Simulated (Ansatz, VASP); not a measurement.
# One calculation of CuO, two programs

The input INCAR:

```
SYSTEM = CuO
ALGO = Normal
EDIFF = 1E-6
ENCUT = 700
GGA = PS
GGA_COMPAT = .FALSE.
ISIF = 2
ISMEAR = 0
LASPH = .TRUE.
LCHARG = .TRUE.
LELF = .TRUE.
LREAL = .FALSE.
LVHAR = .TRUE.
LWAVE = .FALSE.
NBANDS = 33
NELM = 120
PREC = Accurate
SIGMA = 0.1
```

The input KPOINTS:

```
k-points
0
G
  14 14 8
  0 0 0
```

POSCAR

```
CuO
1.0
    2.8795009639      0.0000000000      0.0000000000
    0.0390727580      2.8792794796      0.0000000000
    0.0174953863      0.0172449008      5.1763391994
Cu O
2 2
Direct
    0.5000000000      0.0000000000      0.5000000000
    0.0000000000      0.5000000000      0.0000000000
    0.0015760300      0.9983282200      0.2501129000
    0.9984239700      0.0016717800      0.7498871000
```

Input for Ansatz:

```yaml
crystal:
  lattice:
    - [2.8795009639, 0.0, 0.0]
    - [0.039072758, 2.8792794796, 0.0]
    - [0.0174953863, 0.0172449008, 5.1763391994]
  atoms:
    - { symbol: Cu, position: [0.5, 0.0, 0.5] }
    - { symbol: Cu, position: [0.0, 0.5, 0.0] }
    - { symbol: O, position: [0.00157603, 0.99832822, 0.2501129] }
    - { symbol: O, position: [0.99842397, 0.00167178, 0.7498871] }
basis:
  ecutwfc: 420
kpoints:
  mp_grid: { grid: [14, 14, 8] }
hamiltonian:
  xc: pbesol
scf:
  occupations: { method: gaussian, width: 0.1 }
output:
  forces: true
  stress: true
  eigenvalues: true
  populations: true
```

Alike in both runs: task single point; functional PBEsol; k mesh 14 × 14 × 8; occupations gaussian, width 0.1 eV; no spin polarisation.

|  | VASP | Ansatz |
| --- | --- | --- |
| version | VASP 6.6.1 | Ansatz 0.2.0 |
| potentials or method | VASP PAW PBE potentials, release 64 (Cu_sv_GW, O), cutoff 700 eV | scalar-relativistic, plane waves, PAW |
| valence electrons in the cell | 50 | 50 |

|  | VASP | Ansatz | Ansatz less VASP |
| --- | --- | --- | --- |
| gap on the k mesh at the Fermi level (eV) | none | none | - |
| pressure (GPa) | -4.4 | -2.0 | +2.32 |
| traceless stress, the component that is largest in VASP (GPa) | -2.48 | -2.53 | -0.049 |
| rms of the force components (eV/Å) | 0.005 | 0.005 | +0.0002 |

VASP's potentials were made for PBE, not for PBEsol. Atom by atom the forces differ by 0.000 eV/Å (rms over components). A gap of «none» marks a metal or a gap that the smearing closes. With one functional, cell and mesh, what is left measures potentials, basis and numerics.
